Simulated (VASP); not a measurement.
# TiZn3 (Pm-3m) in VASP: notebook

The runs below take TiZn3 through single point, with LDA.

Everything below comes from runs of VASP 6.6.1. Logs are shortened: lines on timing, memory, paths and dates and some standing lists are left out, and cuts for length are marked.

### 1 The cell of the first run

It takes space group Pm-3m (No. 221, cubic). The conventional cell has a = 3.958 Å, b = 3.958 Å, c = 3.958 Å, α = 90.00°, β = 90.00°, γ = 90.00°. Within 3.7 Å of Ti (site symmetry m-3m) lie 12 Zn at 2.80 Å. Zn (site symmetry 4/mmm) has 4 Ti at 2.80 Å and 8 Zn at 2.80 Å within 3.7 Å.

### 2 Single point, LDA (15.50 Å³/atom)

The input, INCAR:

```
  ALGO = Normal
  EDIFF = 1E-6
  ENCUT = 520
  GGA = CA
  ISIF = 2
  ISMEAR = -1
  LASPH = True
  LCHARG = True
  LELF = True
  LREAL = False
  LVHAR = True
  LWAVE = False
  NBANDS = 32
  NELM = 100
  PREC = Accurate
  SIGMA = 0.05
```

The input, KPOINTS:

```
k-points
0
Gamma
  9 9 9
```

The input, POSCAR:

```
TiZn3
1.0
    3.9582418185      0.0000000000      0.0000000000
    0.0000000000      3.9582418185      0.0000000000
    0.0000000000      0.0000000000      3.9582418185
Ti Zn
1 3
Direct
    0.0000000000      0.0000000000      0.0000000000
    0.0000000000      0.5000000000      0.5000000000
    0.5000000000      0.0000000000      0.5000000000
    0.5000000000      0.5000000000      0.0000000000
```

Potentials or basis: VASP PAW LDA potentials, release 64 (Ti_sv, Zn).

Launch:

```sh
cat potpaw_LDA.64/Ti_sv/POTCAR potpaw_LDA.64/Zn/POTCAR > POTCAR
mpirun -np 1 vasp_std > vasp.out
```

OUTCAR:

```text
EDIFF = 1E-6
   ENCUT = 520
   GGA = CA
   ISIF = 2
   ISMEAR = -1
   LASPH = True
   LREAL = False
   NELM = 100
   PREC = Accurate

 ion  position               nearest neighbor table
   1  0.000  0.000  0.000-   2 2.80   3 2.80   4 2.80   2 2.80   3 2.80   2 2.80   4 2.80   2 2.80
                             3 2.80   4 2.80   3 2.80   4 2.80
   2  0.000  0.500  0.500-   1 2.80   3 2.80   4 2.80   1 2.80   4 2.80   1 2.80   3 2.80   1 2.80
                             3 2.80   4 2.80   4 2.80   3 2.80
   3  0.500  0.000  0.500-   1 2.80   2 2.80   4 2.80   1 2.80   4 2.80   2 2.80   4 2.80   4 2.80
                             1 2.80   2 2.80   1 2.80   2 2.80
   4  0.500  0.500  0.000-   1 2.80   2 2.80   3 2.80   2 2.80   3 2.80   1 2.80   3 2.80   3 2.80
                             1 2.80   2 2.80   2 2.80   1 2.80

  LATTYP: Found a simple cubic cell.
 ALAT       =     3.9582418185

  Lattice vectors:

 A1 = (   3.9582418185,   0.0000000000,   0.0000000000)
 A2 = (   0.0000000000,   3.9582418185,   0.0000000000)
 A3 = (   0.0000000000,   0.0000000000,   3.9582418185)

Analysis of symmetry for initial positions (statically):
=====================================================================
 Subroutine PRICEL returns:
 Original cell was already a primitive cell.

 Routine SETGRP: Setting up the symmetry group for a
 simple cubic supercell.

 Subroutine GETGRP returns: Found 48 space group operations
 (whereof 48 operations were pure point group operations)
 out of a pool of 48 trial point group operations.

The static configuration has the point symmetry O_h .

Analysis of symmetry for dynamics (positions and initial velocities):
=====================================================================
 Subroutine PRICEL returns:
 Original cell was already a primitive cell.

 Routine SETGRP: Setting up the symmetry group for a
 simple cubic supercell.

 Subroutine GETGRP returns: Found 48 space group operations
 (whereof 48 operations were pure point group operations)
 out of a pool of 48 trial point group operations.

The dynamic configuration has the point symmetry O_h .

 Subroutine INISYM returns: Found 48 space group operations
 (whereof 48 operations are pure point group operations),
 and found     1 'primitive' translations

----------------------------------------------------------------------------------------

                                     Primitive cell

  volume of cell :      62.0165

  direct lattice vectors                    reciprocal lattice vectors
     3.958241818  0.000000000  0.000000000     0.252637420  0.000000000  0.000000000
     0.000000000  3.958241818  0.000000000     0.000000000  0.252637420  0.000000000
     0.000000000  0.000000000  3.958241818     0.000000000  0.000000000  0.252637420

  length of vectors
     3.958241818  3.958241818  3.958241818     0.252637420  0.252637420  0.252637420

  position of ions in fractional coordinates (direct lattice)
     0.000000000  0.000000000  0.000000000
     0.000000000  0.500000000  0.500000000
     0.500000000  0.000000000  0.500000000
     0.500000000  0.500000000  0.000000000

  ion indices of the primitive-cell ions
   primitive index   ion index
                 1           1
                 2           2
                 3           3
                 4           4

----------------------------------------------------------------------------------------

 KPOINTS: k-points

Automatic generation of k-mesh.
 Grid dimensions read from file:
 generate k-points for:    9    9    9

 Generating k-lattice:

  Cartesian coordinates                     Fractional coordinates (reciprocal lattice)
     0.028070824  0.000000000  0.000000000     0.111111111  0.000000000  0.000000000
     0.000000000  0.028070824  0.000000000     0.000000000  0.111111111  0.000000000
     0.000000000  0.000000000  0.028070824     0.000000000  0.000000000  0.111111111

  Length of vectors
     0.028070824  0.028070824  0.028070824

  Shift w.r.t. Gamma in fractional coordinates (k-lattice)
     0.000000000  0.000000000  0.000000000

 Subroutine IBZKPT returns following result:
 ===========================================

 Found     35 irreducible k-points:

 Following reciprocal coordinates:
            Coordinates               Weight
  0.000000  0.000000  0.000000      1.000000
  0.111111  0.000000  0.000000      6.000000
  0.222222  0.000000  0.000000      6.000000
  0.333333  0.000000  0.000000      6.000000
  0.444444  0.000000  0.000000      6.000000
  0.111111  0.111111  0.000000     12.000000
[... 16 lines left out ...]
  0.333333  0.333333  0.111111     24.000000
  0.444444  0.333333  0.111111     48.000000
 [... further k-points ...]
   k-points           NKPTS =     35   k-points in BZ     NKDIM =     35   number of bands    NBANDS=     32
   number of dos      NEDOS =    301   number of ions     NIONS =      4
   total plane-waves  NPLWV =  27000
   dimension x,y,z NGX =    30 NGY =   30 NGZ =   30
   dimension x,y,z NGXF=    60 NGYF=   60 NGZF=   60
   ions per type =               1   3
   NGX,Y,Z   is equivalent  to a cutoff of  12.60, 12.60, 12.60 a.u.
   NGXF,Y,Z  is equivalent  to a cutoff of  25.20, 25.20, 25.20 a.u.
 SYSTEM =  unknown system
   PREC   = accura    normal or accurate (medium, high low for compatibility)
   ISTART =      0    job   : 0-new  1-cont  2-samecut
   ICHARG =      2    charge: 1-file 2-atom 10-const
   ISPIN  =      1    spin polarized calculation?
   LNONCOLLINEAR =      F non collinear calculations
   LSORBIT =      F    spin-orbit coupling
   LASPH  =      T    aspherical Exc in radial PAW
   ENCUT  =  520.0 eV  38.22 Ry    6.18 a.u.   7.36  7.36  7.36*2*pi/ulx,y,z
   NELM   =    100;   NELMIN=  2; NELMDL= -5     # of ELM steps
   EDIFF  = 0.1E-05   stopping-criterion for ELM
   LREAL  =      F    real-space projection
   EDIFFG = 0.1E-04   stopping-criterion for IOM
   NSW    =      0    number of steps for IOM
   IBRION =     -1    ionic relax: 0-MD 1-quasi-New 2-CG
   NFREE  =      0    steps in history (QN), initial steepest desc. (CG)
   ISIF   =      2    stress and relaxation
   ISYM   =      2    0-nonsym 1-usesym 2-fastsym
   POTIM  = 0.5000    time-step for ionic-motion
   TEBEG  =    0.0;   TEEND  =   0.0 temperature during run
   PSTRESS=    0.0 pullay stress
   NELECT =      48.0000    total number of electrons
   NUPDOWN=      -1.0000    fix difference up-down
   EMIN   =  10.00;   EMAX   =-10.00  energy-range for DOS
   EFERMI =   0.00;   METHOD = LEGACY
   ISMEAR =    -1;   SIGMA  =   0.05  broadening in eV -4-tet -1-fermi 0-gaus
   EFERMI_NEDOS =   21; number of points for ismear=-14 and -15
   IALGO  =     38    algorithm
   IMIX   =      4    mixing-type and parameters
     AMIX     =   0.40;   BMIX     =  1.00
     AMIX_MAG =   1.60;   BMIX_MAG =  1.00
  volume/ion in A,a.u.               =      15.50       104.63
  Fermi-wavevector in a.u.,A,eV,Ry     =   1.503094  2.840437 30.739544  2.259293
  Thomas-Fermi vector in A             =   2.614249
   LORBIT       =      0    0 simple, 1 ext, 2 COOP (PROOUT), +10 PAW based schemes
   GGA     = CA    functional components
   LHFCALC =     F    Hartree Fock is set to
   AEXX    =    0.0000 exact exchange contribution
   IVDW    =     0    specifies the selected vdW correction
   LEPSILON=     F    determine dielectric tensor
   LRPA    =     F    only Hartree local field effects (RPA)
 non-spin polarized calculation
  energy-cutoff  :      520.00
  volume of cell :       62.02
 maximum number of plane-waves:      1743
 NGX is ok and might be reduce to    30
   NGX = 15   NGY = 15   NGZ = 15

 number of electron      48.0000059 magnetization

 Free energy of the ion-electron system (eV)
  ---------------------------------------------------
  ext. energy  EPLUGINS =         0.00000000
  ---------------------------------------------------
  free energy    TOTEN  =       -14.84762006 eV

  energy without entropy =      -14.81884458  energy(sigma->0) =      -14.83323232

 E-fermi :   3.9259     XC(G=0): -11.9470

 val. band max:        3.9183266202   @ k =   0.4444   0.2222   0.2222
 cond. band min:       3.9342105764   @ k =   0.2222   0.2222   0.0000
 fundamental gap:      0.0158839562
 Fermi energy:         3.9258884496

 k-point     1 :       0.0000    0.0000    0.0000
  band No.  band energies     occupation
      1     -52.2056      2.00000
      2     -28.8472      2.00000
      3     -28.8472      2.00000
      4     -28.8472      2.00000
      5      -5.1108      2.00000
      6      -3.6872      2.00000
[... 24 lines left out ...]
     31       9.4256      0.00000
     32      12.3314      0.00000

 k-point     2 :       0.1111    0.0000    0.0000
  band No.  band energies     occupation
      1     -52.2054      2.00000
      2     -28.8493      2.00000
      3     -28.8470      2.00000
      4     -28.8470      2.00000
      5      -4.9873      2.00000
      6      -3.6590      2.00000
[... 24 lines left out ...]
     31      10.0435      0.00000
     32      12.2047      0.00000

 k-point     3 :       0.2222    0.0000    0.0000
  band No.  band energies     occupation
      1     -52.2052      2.00000
      2     -28.8548      2.00000
      3     -28.8468      2.00000
      4     -28.8468      2.00000
      5      -4.6284      2.00000
      6      -3.5802      2.00000
[... 24 lines left out ...]
     31      11.5457      0.00000
     32      11.5457      0.00000

 k-point     4 :       0.3333    0.0000    0.0000
  band No.  band energies     occupation
      1     -52.2049      2.00000
      2     -28.8610      2.00000
      3     -28.8466      2.00000
      4     -28.8466      2.00000
      5      -4.0998      2.00000
      6      -3.4752      2.00000
[... 654 lines left out ...]
     31      10.5458      0.00000
     32      11.9043      0.00000

 k-point    23 :       0.3333    0.3333    0.1111
  band No.  band energies     occupation
      1     -52.2043      2.00000
      2     -28.8595      2.00000
      3     -28.8588      2.00000
      4     -28.8479      2.00000
      5      -3.5696      2.00000
      6      -3.3367      2.00000
[... 24 lines left out ...]
     31      10.0593      0.00000
     32      10.6928      0.00000

 k-point    24 :       0.4444    0.3333    0.1111
  band No.  band energies     occupation
      1     -52.2041      2.00000
      2     -28.8629      2.00000
      3     -28.8587      2.00000
      4     -28.8477      2.00000
      5      -3.4598      2.00000
      6      -3.3210      2.00000
[... 24 lines left out ...]
     31      10.4483      0.00000
     32      11.2345      0.00000

 [... further k-points ...]

------------------------ aborting loop because EDIFF is reached ----------------------------------------

  FORCE on cell =-STRESS in cart. coord.  units (eV):
  Direction    XX          YY          ZZ          XY          YZ          ZX
  --------------------------------------------------------------------------------------
  -------------------------------------------------------------------------------------
  Total       -4.2260352     -4.2260352     -4.2260352      0.0000000      0.0000000      0.0000000
  in kB     -109.1783986   -109.1783986   -109.1783986      0.0000000      0.0000000      0.0000000
  external PRESSURE =    -109.1783986 kB  Pullay stress =       0.0000000 kB

 VOLUME and BASIS-vectors are now :
 -----------------------------------------------------------------------------
  energy-cutoff  :      520.00
  volume of cell :       62.02
      direct lattice vectors                 reciprocal lattice vectors
     3.958241818  0.000000000  0.000000000     0.252637420  0.000000000  0.000000000
     0.000000000  3.958241818  0.000000000     0.000000000  0.252637420  0.000000000
     0.000000000  0.000000000  3.958241818     0.000000000  0.000000000  0.252637420

 POSITION                                       TOTAL-FORCE (eV/Angst)
 -----------------------------------------------------------------------------------
      0.00000      0.00000      0.00000         0.000000      0.000000      0.000000
      0.00000      1.97912      1.97912         0.000000      0.000000      0.000000
      1.97912      0.00000      1.97912         0.000000      0.000000      0.000000
      1.97912      1.97912      0.00000         0.000000      0.000000      0.000000
 -----------------------------------------------------------------------------------
    total drift:                                0.000000      0.000000     -0.000000

  FREE ENERGIE OF THE ION-ELECTRON SYSTEM (eV)
  ---------------------------------------------------
  free  energy   TOTEN  =       -14.8476200554 eV

  energy  without entropy=      -14.8188445810  energy(sigma->0) =      -14.83323232
```

It took 26 s on 1 thread of Intel Xeon 6975P-C (Granite Rapids), shared host; peak memory 0.19 GiB.

What came out:

```yaml
Free_energy: -14.8476 eV
Pressure: -10.9 GPa
Band_gap_on_the_k_mesh: zero (bands 24 and 25 overlap by 1.83 eV)
```

Caveat: the cell stands under tension.

### 3 Single point, LDA (16.11 Å³/atom)

This run uses another cell than the first one, of 16.11 Å³/atom.

The input, INCAR:

```
ALGO = Normal ; EDIFF = 1E-7
ENCUT = 520 ; GGA = CA
ISIF = 2 ; ISMEAR = -1
LASPH = T ; LCHARG = F
LREAL = F ; LWAVE = F
NBANDS = 32 ; NELM = 80
PREC = Accurate ; SIGMA = 0.05
```

KPOINTS is that of step 2.

The input, POSCAR:

```
TiZn3
1.0
    4.0093215403      0.0000000000      0.0000000000
    0.0000000000      4.0093215403      0.0000000000
    0.0000000000      0.0000000000      4.0093215403
Ti Zn
1 3
Direct
    0.0000000000      0.0000000000      0.0000000000
    0.0000000000      0.5000000000      0.5000000000
    0.5000000000      0.0000000000      0.5000000000
    0.5000000000      0.5000000000      0.0000000000
```

Potentials or basis: VASP PAW LDA potentials, release 64 (Ti_sv, Zn).

Launch:

```sh
cat potpaw_LDA.64/Ti_sv/POTCAR potpaw_LDA.64/Zn/POTCAR > POTCAR
mpirun -np 1 vasp_std > vasp.out
```

It took 26 s on 1 thread of Intel Xeon 6975P-C (Granite Rapids), shared host; peak memory 0.18 GiB.

The run converged. Its results:

| Item | Value |
| --- | --- |
| Free energy | -14.6630 eV |
| Pressure | -13.4 GPa |
| Band gap on the k mesh | zero (bands 24 and 25 overlap by 1.77 eV) |

Levels at points of the mesh, in eV from the Fermi level:
```
           k point  band 22  band 23  band 24  band 25  band 26  band 27
(0.00, 0.00, 0.00)    -0.79     0.30     0.30     0.30     1.35     1.35
```

Caveat: the cell stands under tension.

The gap in the log of VASP goes by the Fermi energy; the results here count the filled bands.